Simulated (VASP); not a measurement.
# RbSrBr3 (Pm-3m) in VASP: a series of runs

RbSrBr3 is run at these levels: PBE, r2SCAN; tasks: single point.

Everything below comes from runs of VASP 6.6.1. Logs are shortened: lines on timing, memory, paths and dates and some standing lists are left out, and cuts for length are marked.

**1. The cell of the first run**

The structure is cubic, space group Pm-3m (No. 221). The conventional cell has a = 5.946 Å, b = 5.946 Å, c = 5.946 Å, α = 90.00°, β = 90.00°, γ = 90.00°. Within 5.5 Å of Rb (site symmetry m-3m) lie 12 Br at 4.20 Å and 8 Sr at 5.15 Å. Within 3.9 Å of Sr (site symmetry m-3m) lie 6 Br at 2.97 Å. Within 3.9 Å of Br (site symmetry 4/mmm) lie 2 Sr at 2.97 Å.

**2. Single point, PBE**

Contents of INCAR:

```
SYSTEM = RbSrBr3
ALGO     = Normal         ! electronic algorithm
EDIFF    = 1E-6           ! SCF threshold, eV
ENCUT    = 520            ! plane-wave cutoff, eV
GGA      = PE             ! functional
ISIF     = 2              ! what is computed and relaxed
ISMEAR   = -1             ! smearing method
LASPH    = .True.         ! aspherical terms in the spheres
LCHARG   = .False.        ! write CHGCAR
LREAL    = .False.        ! projectors in reciprocal space
LWAVE    = .False.        ! write WAVECAR
NBANDS   = 28             ! bands
NELM     = 100            ! most SCF steps
PREC     = Accurate       ! precision mode
SIGMA    = 0.02           ! smearing width, eV
```

Contents of KPOINTS:

```
k-points
0
Gamma
  4 4 4
  0 0 0
```

Contents of POSCAR:

```
RbSrBr3
1.0
    5.9460751198      0.0000000000      0.0000000000
    0.0000000000      5.9460751198      0.0000000000
    0.0000000000      0.0000000000      5.9460751198
Rb Sr Br
1 1 3
Direct
    0.0000000000      0.0000000000      0.0000000000
    0.5000000000      0.5000000000      0.5000000000
    0.5000000000      0.5000000000      0.0000000000
    0.5000000000      0.0000000000      0.5000000000
    0.0000000000      0.5000000000      0.5000000000
```

Potentials or basis: VASP PAW PBE potentials, release 64 (Rb_sv, Sr_sv, Br).

On the command line:

```
cat potpaw_PBE.64/Rb_sv/POTCAR potpaw_PBE.64/Sr_sv/POTCAR potpaw_PBE.64/Br/POTCAR > POTCAR
mpirun -np 1 vasp_std > vasp.out
```

OUTCAR:

```text
SYSTEM = RbSrBr3
   EDIFF = 1E-6
   ENCUT = 520
   GGA = PE
   ISIF = 2
   ISMEAR = -1
   LASPH = .True.
   LREAL = .False.
   NELM = 100
   PREC = Accurate

 ion  position               nearest neighbor table
   1  0.000  0.000  0.000-   3 4.20   4 4.20   5 4.20   4 4.20   5 4.20   3 4.20   5 4.20   5 4.20
                             3 4.20   4 4.20   4 4.20   3 4.20   2 5.15   2 5.15   2 5.15   2 5.15
   2  0.500  0.500  0.500-   3 2.97   4 2.97   5 2.97   3 2.97   4 2.97   5 2.97   1 5.15   1 5.15
                             1 5.15   1 5.15   1 5.15   1 5.15   1 5.15   1 5.15
   3  0.500  0.500  0.000-   2 2.97   2 2.97   1 4.20   1 4.20   1 4.20   1 4.20
   4  0.500  0.000  0.500-   2 2.97   2 2.97   1 4.20   1 4.20   1 4.20   1 4.20
   5  0.000  0.500  0.500-   2 2.97   2 2.97   1 4.20   1 4.20   1 4.20   1 4.20

  LATTYP: Found a simple cubic cell.
 ALAT       =     5.9460751198

  Lattice vectors:

 A1 = (   5.9460751198,   0.0000000000,   0.0000000000)
 A2 = (   0.0000000000,   5.9460751198,   0.0000000000)
 A3 = (   0.0000000000,   0.0000000000,   5.9460751198)

Analysis of symmetry for initial positions (statically):
=====================================================================
 Subroutine PRICEL returns:
 Original cell was already a primitive cell.

 Routine SETGRP: Setting up the symmetry group for a
 simple cubic supercell.

 Subroutine GETGRP returns: Found 48 space group operations
 (whereof 48 operations were pure point group operations)
 out of a pool of 48 trial point group operations.

The static configuration has the point symmetry O_h .

Analysis of symmetry for dynamics (positions and initial velocities):
=====================================================================
 Subroutine PRICEL returns:
 Original cell was already a primitive cell.

 Routine SETGRP: Setting up the symmetry group for a
 simple cubic supercell.

 Subroutine GETGRP returns: Found 48 space group operations
 (whereof 48 operations were pure point group operations)
 out of a pool of 48 trial point group operations.

The dynamic configuration has the point symmetry O_h .

 Subroutine INISYM returns: Found 48 space group operations
 (whereof 48 operations are pure point group operations),
 and found     1 'primitive' translations

----------------------------------------------------------------------------------------

[... 83 lines left out ...]
   EDIFF  = 0.1E-05   stopping-criterion for ELM
   LREAL  =      F    real-space projection
   EDIFFG = 0.1E-04   stopping-criterion for IOM
   NSW    =      0    number of steps for IOM
   IBRION =     -1    ionic relax: 0-MD 1-quasi-New 2-CG
   NFREE  =      0    steps in history (QN), initial steepest desc. (CG)
   ISIF   =      2    stress and relaxation
   ISYM   =      2    0-nonsym 1-usesym 2-fastsym
   POTIM  = 0.5000    time-step for ionic-motion
   TEBEG  =    0.0;   TEEND  =   0.0 temperature during run
   PSTRESS=    0.0 pullay stress
   NELECT =      40.0000    total number of electrons
   NUPDOWN=      -1.0000    fix difference up-down
   EMIN   =  10.00;   EMAX   =-10.00  energy-range for DOS
   EFERMI =   0.00;   METHOD = LEGACY
   ISMEAR =    -1;   SIGMA  =   0.02  broadening in eV -4-tet -1-fermi 0-gaus
   EFERMI_NEDOS =   21; number of points for ismear=-14 and -15
   IALGO  =     38    algorithm
   IMIX   =      4    mixing-type and parameters
     AMIX     =   0.40;   BMIX     =  1.00
     AMIX_MAG =   1.60;   BMIX_MAG =  1.00
  volume/ion in A,a.u.               =      42.05       283.74
  Fermi-wavevector in a.u.,A,eV,Ry     =   0.941596  1.779358 12.062957  0.886602
  Thomas-Fermi vector in A             =   2.069122
   LORBIT       =      0    0 simple, 1 ext, 2 COOP (PROOUT), +10 PAW based schemes
   GGA     = PE    functional components
   LHFCALC =     F    Hartree Fock is set to
   AEXX    =    0.0000 exact exchange contribution
   IVDW    =     0    specifies the selected vdW correction
   LEPSILON=     F    determine dielectric tensor
   LRPA    =     F    only Hartree local field effects (RPA)
 non-spin polarized calculation
  energy-cutoff  :      520.00
  volume of cell :      210.23
 maximum number of plane-waves:      5695
 NGX is ok and might be reduce to    48
   NGX = 23   NGY = 23   NGZ = 23

 number of electron      39.9999994 magnetization

 Free energy of the ion-electron system (eV)
  ---------------------------------------------------
  ext. energy  EPLUGINS =         0.00000000
  ---------------------------------------------------
  free energy    TOTEN  =       -17.28079212 eV

  energy without entropy =      -17.28079212  energy(sigma->0) =      -17.28079212

 E-fermi :  -0.8930     XC(G=0):  -7.0888

 val. band max:       -1.4440738214   @ k =   0.5000   0.5000   0.5000
 cond. band min:       2.4761478672   @ k =   0.0000   0.0000   0.0000
 fundamental gap:      3.9202216886
 Fermi energy:        -0.8929548371

 k-point     1 :       0.0000    0.0000    0.0000
  band No.  band energies     occupation
      1     -34.4344      2.00000
      2     -27.0037      2.00000
      3     -16.5289      2.00000
      4     -16.5289      2.00000
      5     -16.5289      2.00000
      6     -14.1984      2.00000
[... 299 lines left out ...]
     27       6.1610      0.00000
     28       7.0714      0.00000

------------------------ aborting loop because EDIFF is reached ----------------------------------------

  FORCE on cell =-STRESS in cart. coord.  units (eV):
  Direction    XX          YY          ZZ          XY          YZ          ZX
  --------------------------------------------------------------------------------------
  -------------------------------------------------------------------------------------
  Total        0.6932467      0.6932467      0.6932467      0.0000000      0.0000000      0.0000000
  in kB        5.2833238      5.2833238      5.2833238      0.0000000      0.0000000      0.0000000
  external PRESSURE =       5.2833238 kB  Pullay stress =       0.0000000 kB

 VOLUME and BASIS-vectors are now :
 -----------------------------------------------------------------------------
  energy-cutoff  :      520.00
  volume of cell :      210.23
      direct lattice vectors                 reciprocal lattice vectors
     5.946075120  0.000000000  0.000000000     0.168178165  0.000000000  0.000000000
     0.000000000  5.946075120  0.000000000     0.000000000  0.168178165  0.000000000
     0.000000000  0.000000000  5.946075120     0.000000000  0.000000000  0.168178165

 POSITION                                       TOTAL-FORCE (eV/Angst)
 -----------------------------------------------------------------------------------
      0.00000      0.00000      0.00000         0.000000      0.000000      0.000000
      2.97304      2.97304      2.97304         0.000000      0.000000      0.000000
      2.97304      2.97304      0.00000         0.000000      0.000000      0.000000
      2.97304      0.00000      2.97304         0.000000      0.000000      0.000000
      0.00000      2.97304      2.97304         0.000000      0.000000      0.000000
 -----------------------------------------------------------------------------------
    total drift:                                0.000000     -0.000000     -0.000000

  FREE ENERGIE OF THE ION-ELECTRON SYSTEM (eV)
  ---------------------------------------------------
  free  energy   TOTEN  =       -17.2807921192 eV

  energy  without entropy=      -17.2807921192  energy(sigma->0) =      -17.28079212
```

stdout:

```text
POSCAR found type information on POSCAR RbSrBr
 POSCAR found :  3 types and       5 ions
 scaLAPACK will be used
 LDA part: xc-table for (Slater+PW92), standard interpolation
 POSCAR, INCAR and KPOINTS ok, starting setup
 FFT: planning ... GRIDC
 FFT: planning ... GRID_SOFT
 FFT: planning ... GRID
 WAVECAR not read
 entering main loop
```

It took 1.8 min on 1 thread of Intel Xeon 8259CL, shared host; peak memory 0.34 GiB.

What came out:

| Property | Result |
| --- | --- |
| Free energy | -17.2808 eV |
| Pressure | 0.5 GPa |
| Band gap on the k mesh | 3.92 eV (least direct gap 4.15 eV) |

Levels at points of the mesh, in eV from the valence-band top:
| k point | band 18 | band 19 | band 20 | band 21 | band 22 | band 23 |
| --- | --- | --- | --- | --- | --- | --- |
| (0.00, 0.00, 0.00) | -0.23 | -0.23 | -0.23 | 3.92 | 5.22 | 5.22 |
| (0.50, 0.00, 0.00) | -0.56 | -0.32 | -0.32 | 5.42 | 5.62 | 5.68 |
| (0.50, 0.50, 0.00) | -0.69 | -0.69 | -0.01 | 6.32 | 6.52 | 6.52 |
| (0.50, 0.50, 0.50) | 0.00 | 0.00 | 0.00 | 5.40 | 6.34 | 6.34 |

A k mesh can miss the band edges.

(Part 1 of 2 ends here.)
